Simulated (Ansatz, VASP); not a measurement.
NaI in VASP and in Ansatz

The input INCAR:

```
PREC = Accurate
ENCUT = 520
EDIFF = 1E-6
ISMEAR = 0
SIGMA = 0.05
LREAL = False
LASPH = True
NELM = 80
ALGO = Normal
ISIF = 2
LWAVE = False
LCHARG = True
GGA = PE
LELF = True
LVHAR = True
NBANDS = 14
```

File KPOINTS:

```
regular mesh
0
Gamma
  8 8 8
```

POSCAR

```
NaI
1.0
   -0.3416561300      3.0749051701      3.0749051701
    3.0749051701     -0.3416561300      3.0749051701
    3.0749051701      3.0749051701     -0.3416561300
Na I
1 1
Direct
    0.0000000000      0.0000000000      0.0000000000
    0.5000000000      0.5000000000      0.5000000000
```

Input for Ansatz:

```yaml
crystal:
  lattice:
    - [-0.34165613, 3.0749051701, 3.0749051701]
    - [3.0749051701, -0.34165613, 3.0749051701]
    - [3.0749051701, 3.0749051701, -0.34165613]
  atoms:
    - { symbol: Na, position: [0.0, 0.0, 0.0] }
    - { symbol: I, position: [0.5, 0.5, 0.5] }
basis:
  ecutwfc: 420
kpoints:
  mp_grid: { grid: [8, 8, 8] }
hamiltonian:
  xc: pbe
scf:
  occupations: { method: gaussian, width: 0.05 }
output:
  forces: true
  stress: true
  eigenvalues: true
  write_density: true
  write_potential: true
  elf: true
  volumetric_format: npy
```

Alike in both runs: task single point; functional PBE; k mesh 8 × 8 × 8; occupations gaussian, width 0.05 eV; no spin polarisation.

```csv
,VASP,Ansatz
version,VASP 6.6.1,Ansatz 0.2.0
potentials or method,"VASP PAW PBE potentials, release 64 (Na_pv, I), cutoff 520 eV","scalar-relativistic, plane waves, PAW"
valence electrons in the cell,14,26
```

|  | VASP | Ansatz | Ansatz less VASP |
| --- | --- | --- | --- |
| gap on the k mesh at the Fermi level (eV) | 3.14 | 3.14 | +0.003 |
| least direct gap on the mesh (eV) | 3.14 | 3.14 | +0.003 |
| pressure (GPa) | 0.4 | 0.4 | -0.01 |
| traceless stress, the component that is largest in VASP (GPa) | 0.60 | 0.60 | +0.001 |

The functional is the same, so the differences come from potentials, cutoffs and numerics. VASP's potentials hold 14 valence electrons a cell and Ansatz's 26, so a difference there can come from the potentials and not from the codes.

Neither program's run includes spin-orbit coupling.
